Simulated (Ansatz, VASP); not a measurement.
## BP: VASP beside Ansatz

```
CELL_PARAMETERS angstrom
1.58912 -4.85154 0.00000
1.58912 4.85154 0.00000
0.00000 0.00000 3.52135
ATOMIC_POSITIONS crystal
B 0.75403 0.75403 0.50000
B 0.24597 0.24597 0.50000
P 0.82825 0.17175 0.00000
P 0.17175 0.82825 0.00000
```

Alike in both runs: functional PBE; k mesh 6 × 6 × 6; occupations gaussian, width 0.1 eV; no spin polarisation.

Ansatz relaxed the structure, and its values are those at the end. VASP's run is a single point on that final structure, the one shown.

```csv
,VASP,Ansatz
version,VASP 6.6.1,Ansatz 0.2.0
potentials or method,"VASP PAW PBE potentials, release 64 (B, P), cutoff 520 eV","scalar-relativistic, plane waves, PAW"
valence electrons in the cell,16,16
```

Ansatz gave:

```
gap on the k mesh at the Fermi level (eV) : none
pressure (GPa)                            : -0.1
rms of the force components (eV/Å)        : 0.012
```

**Question.** What did VASP give for the same quantities?

**Answer.** gap on the k mesh at the Fermi level (eV): none; pressure (GPa): -0.2; rms of the force components (eV/Å): 0.025.

A gap of «none» marks a metal or a gap that the smearing closes. The functional is the same, so the differences come from potentials, cutoffs and numerics.
